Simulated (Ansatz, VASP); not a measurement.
# Al2Au: VASP beside Ansatz

```xyz
3
Lattice="0.0000 3.0007 3.0007 3.0007 0.0000 3.0007 3.0007 3.0007 0.0000" Properties=species:S:1:pos:R:3 pbc="T T T"
Al    1.5003    1.5003    1.5003
Al    4.5010    4.5010    4.5010
Au    0.0000    0.0000    0.0000
```

Alike in both runs: task single point; functional PBEsol; k mesh 8 × 8 × 8; occupations fermi-dirac, width 0.05 eV; no spin polarisation.

|  | VASP | Ansatz |
| --- | --- | --- |
| version | VASP 6.6.1 | Ansatz 0.2.0 |
| potentials or method | VASP PAW PBE potentials, release 64 (Al, Au) | PAW with Ansatz's default frozen-core files, scalar-relativistic |
| plane-wave cutoff (eV) | 520 | 420 |
| valence electrons in the cell | 17 | 25 |

|  | VASP | Ansatz | Ansatz less VASP |
| --- | --- | --- | --- |
| pressure (GPa) | -0.2 | 0.0 | +0.17 |

VASP's potentials were made for PBE, not for PBEsol. VASP's potentials hold 17 valence electrons a cell and Ansatz's 25, so a difference there can come from the potentials and not from the codes. Ansatz's warnings: optics on partly filled bands.

Neither program's run includes spin-orbit coupling.
